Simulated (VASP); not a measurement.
A run of VASP 6.6.1:

The input INCAR:

```
  ALGO = Normal
  EDIFF = 1E-7
  ENCUT = 520
  GGA = RE
  ISIF = 2
  ISMEAR = 0
  LASPH = True
  LCHARG = False
  LREAL = False
  LWAVE = False
  NBANDS = 17
  NELM = 80
  PREC = Accurate
  SIGMA = 0.05
```

The input KPOINTS:

```
k-points
0
Gamma
  8 8 8
```

The input POSCAR:

```
PbS
1.0
    0.0000000000      3.0513583646      3.0513583646
    3.0513583646      0.0000000000      3.0513583646
    3.0513583646      3.0513583646      0.0000000000
Pb S
1 1
Direct
    0.5000000000      0.5000000000      0.5000000000
    0.0000000000      0.0000000000      0.0000000000
```

Potentials or basis: VASP PAW PBE potentials, release 64 (Pb_d, S).

Command:

```sh
$ cat potpaw_PBE.64/Pb_d/POTCAR potpaw_PBE.64/S/POTCAR > POTCAR
$ mpirun -np 1 vasp_std > vasp.out
```

Hardware: 1 thread of Intel(R) Xeon(R) 6975P-C (Granite Rapids) (shared host).

**Question.** Estimate the wall time of this run.

**Answer.** Wall time 12 s on 1 thread of Intel(R) Xeon(R) 6975P-C (Granite Rapids), with other jobs on the host, peak memory 0.18 GiB. Counts: scf iterations 14, k points 29.
